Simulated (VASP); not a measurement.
# Al2Pt (Fm-3m) in VASP: electric field gradients with PBE

Aim: the electric field gradients of Al2Pt with PBE.

Everything below comes from runs of VASP 6.6.1. Logs are shortened: lines on timing, memory, paths and dates and some standing lists are left out, and cuts for length are marked.

## Step 1: The cell of the first run

The structure is cubic, space group Fm-3m (No. 225). The conventional cell has a = 5.910 Å, b = 5.910 Å, c = 5.910 Å, α = 90.00°, β = 90.00°, γ = 90.00°. Al (site symmetry -43m) has 4 Pt at 2.56 Å and 6 Al at 2.96 Å within 3.4 Å. Within 3.4 Å of Pt (site symmetry m-3m) lie 8 Al at 2.56 Å.

## Step 2: Electric field gradients, PBE

Contents of INCAR:

```
SYSTEM = Al2Pt
ALGO = Normal ; EDIFF = 1E-8
ENCUT = 520 ; GGA = PE
ISIF = 2 ; ISMEAR = -1
LASPH = .True. ; LCHARG = .False.
LEFG = .True. ; LREAL = .False.
LWAVE = .False. ; NBANDS = 15
NELM = 80 ; PREC = Accurate
SIGMA = 0.08
```

Contents of KPOINTS:

```
k-points
0
Gamma
  12 12 12
  0 0 0
```

Contents of POSCAR:

```
Al2Pt
1.0
    0.0000000000      2.9550000000      2.9550000000
    2.9550000000      0.0000000000      2.9550000000
    2.9550000000      2.9550000000      0.0000000000
Al Pt
2 1
Direct
    0.2500000000      0.2500000000      0.2500000000
    0.7500000000      0.7500000000      0.7500000000
    0.0000000000      0.0000000000      0.0000000000
```

Potentials or basis: VASP PAW PBE potentials, release 64 (Al, Pt).

Launch:

```sh
$ cat potpaw_PBE.64/Al/POTCAR potpaw_PBE.64/Pt/POTCAR > POTCAR
$ mpirun -np 1 vasp_std > vasp.out
```

OUTCAR:

```text
SYSTEM = Al2Pt
   EDIFF = 1E-8
   ENCUT = 520
   GGA = PE
   ISIF = 2
   ISMEAR = -1
   LASPH = .True.
   LREAL = .False.
   NELM = 80
   PREC = Accurate

 ion  position               nearest neighbor table
   1  0.250  0.250  0.250-   3 2.56   3 2.56   3 2.56   3 2.56   2 2.96   2 2.96   2 2.96   2 2.96
                             2 2.96   2 2.96
   2  0.750  0.750  0.750-   3 2.56   3 2.56   3 2.56   3 2.56   1 2.96   1 2.96   1 2.96   1 2.96
                             1 2.96   1 2.96
   3  0.000  0.000  0.000-   2 2.56   2 2.56   2 2.56   1 2.56   2 2.56   1 2.56   1 2.56   1 2.56

  LATTYP: Found a face centered cubic cell.
 ALAT       =     5.9100000000

  Lattice vectors:

 A1 = (   0.0000000000,   2.9550000000,   2.9550000000)
 A2 = (   2.9550000000,   0.0000000000,   2.9550000000)
 A3 = (   2.9550000000,   2.9550000000,   0.0000000000)

Analysis of symmetry for initial positions (statically):
=====================================================================
 Subroutine PRICEL returns:
 Original cell was already a primitive cell.

 Routine SETGRP: Setting up the symmetry group for a
 face centered cubic supercell.

 Subroutine GETGRP returns: Found 48 space group operations
 (whereof 48 operations were pure point group operations)
 out of a pool of 48 trial point group operations.

The static configuration has the point symmetry O_h .

Analysis of symmetry for dynamics (positions and initial velocities):
=====================================================================
 Subroutine PRICEL returns:
 Original cell was already a primitive cell.

 Routine SETGRP: Setting up the symmetry group for a
 face centered cubic supercell.

 Subroutine GETGRP returns: Found 48 space group operations
 (whereof 48 operations were pure point group operations)
 out of a pool of 48 trial point group operations.

The dynamic configuration has the point symmetry O_h .

 Subroutine INISYM returns: Found 48 space group operations
 (whereof 48 operations are pure point group operations),
 and found     1 'primitive' translations

----------------------------------------------------------------------------------------

                                     Primitive cell

  volume of cell :      51.6063

  direct lattice vectors                    reciprocal lattice vectors
[... 140 lines left out ...]
 fundamental gap:      0.0136906699
 Fermi energy:         7.9201983693

 k-point     1 :       0.0000    0.0000    0.0000
  band No.  band energies     occupation
      1      -2.3285      2.00000
      2       2.8460      2.00000
      3       2.8460      2.00000
      4       2.8460      2.00000
      5       4.2020      2.00000
      6       4.2020      2.00000
      7      10.8568      0.00000
      8      11.7228      0.00000
      9      11.7228      0.00000
     10      11.7228      0.00000
     11      13.3095      0.00000
     12      13.3095      0.00000
     13      13.3095      0.00000
     14      14.2375      0.00000
[... 401 lines left out ...]
      2       1.8400      2.00000
      3       3.0613      2.00000
      4       3.3753      2.00000
      5       3.9693      2.00000
      6       4.2985      2.00000
      7       4.6777      2.00000
      8       7.4132      1.99647
      9       8.5568      0.00070
     10      11.4146      0.00000
     11      13.5371      0.00000
     12      13.9151      0.00000
     13      14.8360      0.00000
     14      16.7151      0.00000
     15      17.0819      0.00000

 [... further k-points ...]
[... 5 lines left out ...]
  --------------------------------------------------------------------------------------
  -------------------------------------------------------------------------------------
  Total        0.7484264      0.7484264      0.7484264      0.0000000      0.0000000      0.0000000
  in kB       23.2357776     23.2357776     23.2357776      0.0000000      0.0000000      0.0000000
  external PRESSURE =      23.2357776 kB  Pullay stress =       0.0000000 kB

 VOLUME and BASIS-vectors are now :
 -----------------------------------------------------------------------------
  energy-cutoff  :      520.00
  volume of cell :       51.61
      direct lattice vectors                 reciprocal lattice vectors
     0.000000000  2.955000000  2.955000000    -0.169204738  0.169204738  0.169204738
     2.955000000  0.000000000  2.955000000     0.169204738 -0.169204738  0.169204738
     2.955000000  2.955000000  0.000000000     0.169204738  0.169204738 -0.169204738

 POSITION                                       TOTAL-FORCE (eV/Angst)
 -----------------------------------------------------------------------------------
      1.47750      1.47750      1.47750         0.000000      0.000000      0.000000
      4.43250      4.43250      4.43250        -0.000000     -0.000000     -0.000000
      0.00000      0.00000      0.00000        -0.000000      0.000000      0.000000
 -----------------------------------------------------------------------------------
    total drift:                                0.000000     -0.000000      0.000000

  FREE ENERGIE OF THE ION-ELECTRON SYSTEM (eV)
  ---------------------------------------------------
  free  energy   TOTEN  =       -16.2591004697 eV

  energy  without entropy=      -16.2336262023  energy(sigma->0) =      -16.24636334

 Electric field gradients (V/A^2)
---------------------------------------------------------------------
 ion       V_xx      V_yy      V_zz      V_xy      V_xz      V_yz
---------------------------------------------------------------------
   1       0.000    -0.000    -0.000     0.000     0.000     0.000
   2       0.000    -0.000    -0.000     0.000     0.000     0.000
   3       0.000     0.000     0.000     0.000     0.000     0.000
---------------------------------------------------------------------

 Electric field gradients after diagonalization (V/A^2)
 (convention: |V_zz| > |V_xx| > |V_yy|)
----------------------------------------------------------------------
 ion       V_xx      V_yy      V_zz     asymmetry (V_yy - V_xx)/ V_zz
----------------------------------------------------------------------
   1      -0.000    -0.000     0.000       0.000
   2      -0.000    -0.000     0.000       0.000
   3      -0.000    -0.000     0.001       0.000
----------------------------------------------------------------------

           NMR quadrupolar parameters

 Cq : quadrupolar parameter    Cq=e*Q*V_zz/h
 eta: asymmetry parameters     (V_yy - V_xx)/ V_zz
 Q  : nuclear electric quadrupole moment in mb (millibarn)
----------------------------------------------------------------------
 ion       Cq(MHz)       eta       Q (mb)
----------------------------------------------------------------------
   1       0.000       0.000       1.000
   2       0.000       0.000       1.000
   3       0.000       0.000       1.000
----------------------------------------------------------------------
```

OSZICAR:

```text
N       E                     dE             d eps       ncg     rms          rms(c)
DAV:   1     0.475258649208E+02    0.47526E+02   -0.67166E+03  2224   0.914E+02
DAV:   2    -0.153374823617E+02   -0.62863E+02   -0.55190E+02  2567   0.163E+02
DAV:   3    -0.168170069606E+02   -0.14795E+01   -0.14709E+01  2868   0.241E+01
DAV:   4    -0.168292099241E+02   -0.12203E-01   -0.12201E-01  2496   0.255E+00
DAV:   5    -0.168294287664E+02   -0.21884E-03   -0.21884E-03  2946   0.357E-01    0.857E+00
DAV:   6    -0.163683233011E+02    0.46111E+00   -0.19111E+00  2510   0.125E+01    0.222E+00
DAV:   7    -0.162886473634E+02    0.79676E-01   -0.14615E-01  2482   0.360E+00    0.166E+00
DAV:   8    -0.162588913773E+02    0.29756E-01   -0.29183E-02  2532   0.143E+00    0.249E-01
DAV:   9    -0.162589477588E+02   -0.56381E-04   -0.13479E-03  2721   0.310E-01    0.160E-01
DAV:  10    -0.162591001803E+02   -0.15242E-03   -0.25651E-04  2398   0.111E-01    0.161E-02
DAV:  11    -0.162590986015E+02    0.15788E-05   -0.11636E-05  2839   0.323E-02    0.772E-03
DAV:  12    -0.162591004552E+02   -0.18537E-05   -0.45051E-06  2349   0.129E-02    0.167E-03
DAV:  13    -0.162591004056E+02    0.49601E-07   -0.18693E-07  2888   0.393E-03    0.487E-04
DAV:  14    -0.162591004637E+02   -0.58098E-07   -0.13154E-08  2329   0.731E-04    0.952E-05
DAV:  15    -0.162591004697E+02   -0.60417E-08   -0.28507E-10  1486   0.131E-04
   1 F= -.16259100E+02 E0= -.16246363E+02  d E =-.254743E-01
```

Run time: 36 s. Hardware: 1 thread of Intel Xeon 6975P-C, shared host; peak memory 0.21 GiB.

What came out:

| Property | Result |
| --- | --- |
| Free energy | -16.2591 eV |
| Pressure | 2.3 GPa |
| Band gap on the k mesh | zero (band 8 reaches 11.72 eV, above the bottom of band 9 at 6.30 eV) |

Levels at points of the mesh, in eV from the Fermi level:
```tsv
k point	band 6	band 7	band 8	band 9	band 10	band 11
(0.00, 0.00, 0.00)	-3.72	2.94	3.80	3.80	3.80	5.39
(0.50, 0.00, 0.00)	-3.50	-3.50	1.00	1.00	3.75	5.13
(0.50, 0.50, 0.00)	-3.44	-3.22	-1.63	-1.63	3.12	3.36
```

Caveat: without QUAD_EFG the Cq values of the log hold for a quadrupole moment of 1 mb, not for the nuclei; spin-orbit coupling is left out, which moves the levels of the heavy elements.
